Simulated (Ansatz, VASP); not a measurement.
**One calculation of SnSe, two programs**

POSCAR

```
SnSe
1.0
    4.6075519346      0.0000000000      0.0000000000
    0.0000000000      3.9646377112      0.0000000000
    0.0000000000      0.0000000000     10.9898489716
Sn Se
2 2
Direct
    0.5000000000      0.0000000000      0.3713940265
    0.0000000000      0.5000000000      0.6286059735
    0.5000000000      0.0000000000      0.6150878825
    0.0000000000      0.5000000000      0.3849121175
```

The input INCAR.step1:

```
SYSTEM = SnSe
  ALGO = Normal
  EDIFF = 1E-4
  ENCUT = 520
  GGA = PE
  ISMEAR = 0
  LASPH = .TRUE.
  LCHARG = .FALSE.
  LREAL = .FALSE.
  LWAVE = .TRUE.
  NBANDS = 28
  NELM = 60
  PREC = Accurate
  SIGMA = 0.05
```

INCAR.step2

```
SYSTEM = SnSe
  ALGO = Normal
  EDIFF = 1E-7
  ENCUT = 520
  ISIF = 2
  ISMEAR = 0
  ISTART = 1
  LASPH = .TRUE.
  LCHARG = .TRUE.
  LELF = .TRUE.
  LMIXTAU = .TRUE.
  LREAL = .FALSE.
  LVHAR = .TRUE.
  LWAVE = .FALSE.
  METAGGA = R2SCAN
  NBANDS = 28
  NELM = 60
  PREC = Accurate
  SIGMA = 0.05
```

File KPOINTS:

```
k-points
0
G
  6 6 4
  0 0 0
```

Input for Ansatz:

```yaml
crystal:
  lattice:
    - [4.6075519346, 0.0, 0.0]
    - [0.0, 3.9646377112, 0.0]
    - [0.0, 0.0, 10.9898489716]
  atoms:
    - { symbol: Sn, position: [0.5, 0.0, 0.3713940265] }
    - { symbol: Sn, position: [0.0, 0.5, 0.6286059735] }
    - { symbol: Se, position: [0.5, 0.0, 0.6150878825] }
    - { symbol: Se, position: [0.0, 0.5, 0.3849121175] }
basis:
  ecutwfc: 500
kpoints:
  mp_grid: { grid: [6, 6, 4] }
hamiltonian:
  xc: r2scan
scf:
  occupations: { method: gaussian, width: 0.05 }
output:
  forces: true
  stress: true
  eigenvalues: true
  write_density: true
  write_potential: true
  elf: true
  volumetric_format: npy
```

Change from the starting cell: strain +0.0750 x Voigt [1, -1, 0, 0, 0, 0], atoms carried along.

Alike in both runs: task single point; functional r2SCAN; k mesh 6 × 6 × 4; occupations gaussian, width 0.05 eV; no spin polarisation.

|  | VASP | Ansatz |
| --- | --- | --- |
| version | VASP 6.6.1 | Ansatz 0.2.0 |
| potentials or method | VASP PAW PBE potentials, release 64 (Sn_d, Se), cutoff 520 eV | scalar-relativistic, plane waves, PAW |
| valence electrons in the cell | 40 | 60 |

```csv
,VASP,Ansatz,Ansatz less VASP
gap on the k mesh at the Fermi level (eV),0.91,0.92,+0.003
least direct gap on the mesh (eV),1.57,1.58,+0.006
rms of the force components (eV/Å),0.025,0.033,+0.0080
```

VASP's potentials were made for PBE, not for r2SCAN. Atom by atom the forces differ by 0.008 eV/Å (rms over components). VASP's potentials hold 40 valence electrons a cell and Ansatz's 60, so a difference there can come from the potentials and not from the codes. Ansatz's warnings: xc potential rough in thin density.
